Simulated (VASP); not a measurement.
The system is Mg5Te3.

```
Mg Te
1.0
     3.56634    0.00000    0.00000
     0.00000    3.56634    0.00000
     0.00000    0.00000   14.12217
Mg Te
5 3
Direct
  0.00000 0.00000 0.87323
  0.00000 0.00000 0.12677
  0.00000 0.00000 0.37484
  0.00000 0.00000 0.62516
  0.50000 0.50000 0.00000
  0.50000 0.50000 0.24994
  0.50000 0.50000 0.50000
  0.50000 0.50000 0.75006
```

The cell was built from a structure type or drawn by symmetry, and may not be a known phase.

* Program: VASP 6.6.1
* Task: relaxation of cell and atoms
* Functional: PBE
* Potentials or basis: VASP PAW PBE potentials, release 64 (Mg, Te)
* Cutoff: 600 eV
* k mesh: 5 × 5 × 2
* Occupations: gaussian, width 0.2 eV
* Spin: no spin polarisation

At the start: pressure 5.6 GPa; volume 22.45 Å³/atom.

Task: Where does the relaxation end?

Result: Over 15 steps the energy falls by 131.8 meV/atom and the volume is 25.31 Å³/atom (+12.7 %); space group P4/mmm (No. 123, to 0.1 Å) before and after.

The path:
| step | energy change (eV) | largest force (eV/Å) | pressure (GPa) | volume (Å³) |
| --- | --- | --- | --- | --- |
| 1 | 0.0000 | 0.5921 | 5.57 | 179.62 |
| 2 | -0.4186 | 0.5462 | -0.26 | 200.64 |
| 3 | -0.4223 | 0.5454 | -0.74 | 203.10 |
| 4 | -0.5579 | 0.6568 | -0.88 | 203.08 |
| 5 | -0.8379 | 0.6957 | -0.61 | 202.33 |
| 6 | -0.8386 | 0.7008 | -0.45 | 202.03 |
| 7 | -0.8418 | 0.6967 | -0.53 | 202.18 |
| 8 | -0.9382 | 0.4754 | 0.42 | 198.19 |
| 9 | -0.9672 | 0.3109 | 1.58 | 194.22 |
| 10 | -1.0304 | 0.2238 | 0.78 | 198.33 |
| 11 | -1.0445 | 0.1617 | 0.25 | 201.93 |
| 12 | -1.0446 | 0.1645 | 0.27 | 201.76 |
| 13 | -1.0503 | 0.1235 | -0.02 | 202.74 |
| 14 | -1.0517 | 0.0891 | -0.25 | 203.59 |
| 15 | -1.0542 | 0.0560 | -0.07 | 202.51 |

Final structure:
```yaml
crystal:
  lattice:
    - [3.90808, 0.00000, 0.00000]
    - [0.00000, 3.90808, 0.00000]
    - [0.00000, 0.00000, 13.25948]
  atoms:
    - { symbol: Mg, position: [0.00000, 0.00000, 0.87483] }
    - { symbol: Mg, position: [0.00000, 0.00000, 0.12517] }
    - { symbol: Mg, position: [0.00000, 0.00000, 0.37955] }
    - { symbol: Mg, position: [0.00000, 0.00000, 0.62045] }
    - { symbol: Mg, position: [0.50000, 0.50000, 0.00000] }
    - { symbol: Te, position: [0.50000, 0.50000, 0.21915] }
    - { symbol: Te, position: [0.50000, 0.50000, 0.50000] }
    - { symbol: Te, position: [0.50000, 0.50000, 0.78085] }
```

Caveat: the relaxation stopped at a loose force limit of 0.08 eV/Å, so its end isn't a converged minimum.
